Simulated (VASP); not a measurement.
# SrCl2 (Fm-3m) in VASP: settings compared, part 2 of 2

VASP 6.6.1. Earlier steps stand in the parts before.

## Step 3: Density of states, revPBE

The input, POSCAR:

```
SrCl2
1.0
    0.0000000000      3.4883500000      3.4883500000
    3.4883500000      0.0000000000      3.4883500000
    3.4883500000      3.4883500000      0.0000000000
Sr Cl
1 2
Direct
    0.0000000000      0.0000000000      0.0000000000
    0.7500000000      0.7500000000      0.7500000000
    0.2500000000      0.2500000000      0.2500000000
```

The input, INCAR.step1:

```
PREC     = Accurate       # precision mode
ENCUT    = 520            # plane-wave cutoff, eV
EDIFF    = 1E-6           # SCF threshold, eV
ISMEAR   = -1             # smearing method
SIGMA    = 0.05           # smearing width, eV
LREAL    = F              # projectors in reciprocal space
LASPH    = T              # aspherical terms in the spheres
NELM     = 100            # most SCF steps
ALGO     = Normal         # electronic algorithm
ISIF     = 2              # what is computed and relaxed
LWAVE    = F              # write WAVECAR
LCHARG   = T              # write CHGCAR
GGA      = RE             # functional
NBANDS   = 19             # bands
```

The input, KPOINTS.step1:

```
Automatic mesh
0
Gamma
  4 4 4
```

The input, INCAR.step2:

```
PREC     = Accurate       # precision mode
ENCUT    = 520            # plane-wave cutoff, eV
EDIFF    = 1E-6           # SCF threshold, eV
ISMEAR   = -5             # smearing method
SIGMA    = 0.05           # smearing width, eV
LREAL    = F              # projectors in reciprocal space
LASPH    = T              # aspherical terms in the spheres
NELM     = 100            # most SCF steps
ALGO     = Normal         # electronic algorithm
ISIF     = 2              # what is computed and relaxed
LWAVE    = F              # write WAVECAR
LCHARG   = F              # write CHGCAR
GGA      = RE             # functional
LORBIT   = 11             # projections on sites
NEDOS    = 1001           # points of the DOS
ICHARG   = 11             # starting density
```

The input, KPOINTS.step2:

```
Automatic mesh
0
Gamma
  6 6 6
```

Potentials or basis: VASP PAW PBE potentials, release 64 (Sr_sv, Cl).

On the command line:

```console
cat potpaw_PBE.64/Sr_sv/POTCAR potpaw_PBE.64/Cl/POTCAR > POTCAR
cp INCAR.step1 INCAR
cp KPOINTS.step1 KPOINTS
mpirun -np 1 vasp_std > vasp.out
cp INCAR.step2 INCAR
cp KPOINTS.step2 KPOINTS
mpirun -np 1 vasp_std > vasp.out
```

OUTCAR:

```text
PREC = Accurate
   ENCUT = 520
   EDIFF = 1E-6
   ISMEAR = -5
   LREAL = F
   LASPH = T
   NELM = 100
   ISIF = 2
   GGA = RE
   LORBIT = 11
   ICHARG = 11

 ion  position               nearest neighbor table
   1  0.000  0.000  0.000-   2 3.02   2 3.02   2 3.02   2 3.02   3 3.02   3 3.02   3 3.02   3 3.02

   2  0.750  0.750  0.750-   1 3.02   1 3.02   1 3.02   1 3.02
   3  0.250  0.250  0.250-   1 3.02   1 3.02   1 3.02   1 3.02

  LATTYP: Found a face centered cubic cell.
 ALAT       =     6.9767000000

  Lattice vectors:

 A1 = (   0.0000000000,   3.4883500000,   3.4883500000)
 A2 = (   3.4883500000,   0.0000000000,   3.4883500000)
 A3 = (   3.4883500000,   3.4883500000,   0.0000000000)

Analysis of symmetry for initial positions (statically):
=====================================================================
 Subroutine PRICEL returns:
 Original cell was already a primitive cell.

 Routine SETGRP: Setting up the symmetry group for a
 face centered cubic supercell.

 Subroutine GETGRP returns: Found 48 space group operations
 (whereof 48 operations were pure point group operations)
 out of a pool of 48 trial point group operations.

The static configuration has the point symmetry O_h .

Analysis of symmetry for dynamics (positions and initial velocities):
=====================================================================
 Subroutine PRICEL returns:
 Original cell was already a primitive cell.

 Routine SETGRP: Setting up the symmetry group for a
 face centered cubic supercell.

 Subroutine GETGRP returns: Found 48 space group operations
 (whereof 48 operations were pure point group operations)
 out of a pool of 48 trial point group operations.

The dynamic configuration has the point symmetry O_h .

[... 116 lines left out ...]
  Thomas-Fermi vector in A             =   2.210267
   LORBIT       =     11    0 simple, 1 ext, 2 COOP (PROOUT), +10 PAW based schemes
   GGA     = RE    functional components
   LHFCALC =     F    Hartree Fock is set to
   AEXX    =    0.0000 exact exchange contribution
   IVDW    =     0    specifies the selected vdW correction
   LEPSILON=     F    determine dielectric tensor
   LRPA    =     F    only Hartree local field effects (RPA)
 non-spin polarized calculation
 Fermi weights with tetrahedron method with Bloechl corrections
  energy-cutoff  :      520.00
  volume of cell :       84.90
 maximum number of plane-waves:      2301
 NGX is ok and might be reduce to    40

 number of electron      24.0000003 magnetization

 Free energy of the ion-electron system (eV)
  ---------------------------------------------------
  ext. energy  EPLUGINS =         0.00000000
  ---------------------------------------------------
  free energy    TOTEN  =       -12.10376243 eV

  energy without entropy =      -12.10376243  energy(sigma->0) =      -12.10376243

 E-fermi :   0.2637     XC(G=0):  -8.0281

 val. band max:        0.2410171543   @ k =   0.5000   0.5000   0.0000
 cond. band min:       5.8667312988   @ k =   0.0000   0.0000   0.0000
 fundamental gap:      5.6257141445
 Fermi energy:         0.2637105415

 k-point     1 :       0.0000    0.0000    0.0000
  band No.  band energies     occupation
      1     -32.6902      2.00000
      2     -14.6798      2.00000
      3     -14.6798      2.00000
      4     -14.6798      2.00000
      5     -13.0544      2.00000
      6     -12.2140      2.00000
[... 281 lines left out ...]
      3     -14.7931      2.00000
      4     -14.7117      2.00000
      5     -12.4585      2.00000
      6     -12.3599      2.00000
[... 8 lines left out ...]
     15       7.6282      0.00000
     16       7.7612      0.00000

------------------------ aborting loop because EDIFF is reached ----------------------------------------

  FORCE on cell =-STRESS in cart. coord.  units (eV):
  Direction    XX          YY          ZZ          XY          YZ          ZX
  --------------------------------------------------------------------------------------
  -------------------------------------------------------------------------------------
  Total        1.3759237      1.3759237      1.3759237     -0.0000000      0.0000000     -0.0000000
  in kB       25.9665823     25.9665823     25.9665823     -0.0000000      0.0000000     -0.0000000
  external PRESSURE =      25.9665823 kB  Pullay stress =       0.0000000 kB

 VOLUME and BASIS-vectors are now :
 -----------------------------------------------------------------------------
  energy-cutoff  :      520.00
  volume of cell :       84.90
      direct lattice vectors                 reciprocal lattice vectors
     0.000000000  3.488350000  3.488350000    -0.143334241  0.143334241  0.143334241
     3.488350000  0.000000000  3.488350000     0.143334241 -0.143334241  0.143334241
     3.488350000  3.488350000  0.000000000     0.143334241  0.143334241 -0.143334241

 POSITION                                       TOTAL-FORCE (eV/Angst)
 -----------------------------------------------------------------------------------
      0.00000      0.00000      0.00000         0.000000     -0.000000      0.000000
      5.23252      5.23252      5.23252         0.000000      0.000000      0.000000
      1.74418      1.74418      1.74418        -0.000000     -0.000000     -0.000000
 -----------------------------------------------------------------------------------
    total drift:                               -0.000000     -0.000000      0.000000

  FREE ENERGIE OF THE ION-ELECTRON SYSTEM (eV)
  ---------------------------------------------------
  free  energy   TOTEN  =       -12.1037624312 eV

  energy  without entropy=      -12.1037624312  energy(sigma->0) =      -12.10376243

 total charge

# of ion       s       p       d       tot
------------------------------------------
    1        1.997   5.800   0.150   7.947
    2        1.596   3.608   0.000   5.204
    3        1.596   3.608   0.000   5.204
--------------------------------------------------
tot          5.189  13.015   0.150  18.354
```

OUTCAR.step1:

```text
PREC = Accurate
   ENCUT = 520
   EDIFF = 1E-6
   ISMEAR = -1
   LREAL = F
   LASPH = T
[... 382 lines left out ...]
      0.00000      0.00000      0.00000         0.000000      0.000000      0.000000
      5.23252      5.23252      5.23252        -0.000000     -0.000000     -0.000000
      1.74418      1.74418      1.74418         0.000000      0.000000      0.000000
 -----------------------------------------------------------------------------------
    total drift:                               -0.000000     -0.000000      0.000000

  FREE ENERGIE OF THE ION-ELECTRON SYSTEM (eV)
  ---------------------------------------------------
  free  energy   TOTEN  =       -12.1037533570 eV

  energy  without entropy=      -12.1037533570  energy(sigma->0) =      -12.10375336
```

OSZICAR.step1:

```text
N       E                     dE             d eps       ncg     rms          rms(c)
DAV:   1     0.140011242224E+03    0.14001E+03   -0.11538E+04   304   0.114E+03
DAV:   2    -0.302466683580E+01   -0.14304E+03   -0.13785E+03   419   0.217E+02
DAV:   3    -0.119832231675E+02   -0.89586E+01   -0.89286E+01   402   0.552E+01
DAV:   4    -0.123251054526E+02   -0.34188E+00   -0.34147E+00   498   0.927E+00
DAV:   5    -0.123287238562E+02   -0.36184E-02   -0.36183E-02   407   0.853E-01    0.126E+01
DAV:   6    -0.120463970835E+02    0.28233E+00   -0.59783E-01   359   0.443E+00    0.808E+00
DAV:   7    -0.120829671831E+02   -0.36570E-01   -0.40914E-01   415   0.394E+00    0.217E+00
DAV:   8    -0.120987739075E+02   -0.15807E-01   -0.58168E-02   341   0.140E+00    0.440E-01
DAV:   9    -0.121007540776E+02   -0.19802E-02   -0.22925E-03   381   0.289E-01    0.168E-01
DAV:  10    -0.121035458231E+02   -0.27917E-02   -0.26677E-03   319   0.299E-01    0.538E-02
DAV:  11    -0.121037117585E+02   -0.16594E-03   -0.14285E-04   377   0.672E-02    0.555E-02
DAV:  12    -0.121037515525E+02   -0.39794E-04   -0.55551E-05   325   0.415E-02    0.870E-03
DAV:  13    -0.121037530439E+02   -0.14914E-05   -0.18893E-06   370   0.858E-03    0.825E-03
DAV:  14    -0.121037533570E+02   -0.31307E-06   -0.11741E-06   296   0.732E-03
   1 F= -.12103753E+02 E0= -.12103753E+02  d E =-.100855E-10
```

Wall time 26 s (1 thread of AMD EPYC 9R14 (Zen 4), shared host); peak memory 0.2 GiB.

Results:

```
Valence electrons inside the program's atomic spheres : Sr 7.95; Cl 5.20
```

Levels at points of the mesh, in eV from the valence-band top:
| k point | band 9 | band 10 | band 11 | band 12 | band 13 | band 14 | band 15 | band 16 |
| --- | --- | --- | --- | --- | --- | --- | --- | --- |
| (0.00, 0.00, 0.00) | -2.10 | -0.33 | -0.33 | -0.33 | 5.63 | 6.23 | 6.23 | 9.23 |
| (0.50, 0.00, 0.00) | -1.46 | -1.29 | -1.03 | -1.03 | 6.84 | 6.84 | 7.59 | 8.17 |
| (0.50, 0.50, 0.00) | -1.85 | -0.40 | -0.40 | 0.00 | 5.71 | 7.13 | 7.72 | 8.06 |

Caveat: the PAW data sets were made with another functional, which shifts forces and pressure a little.
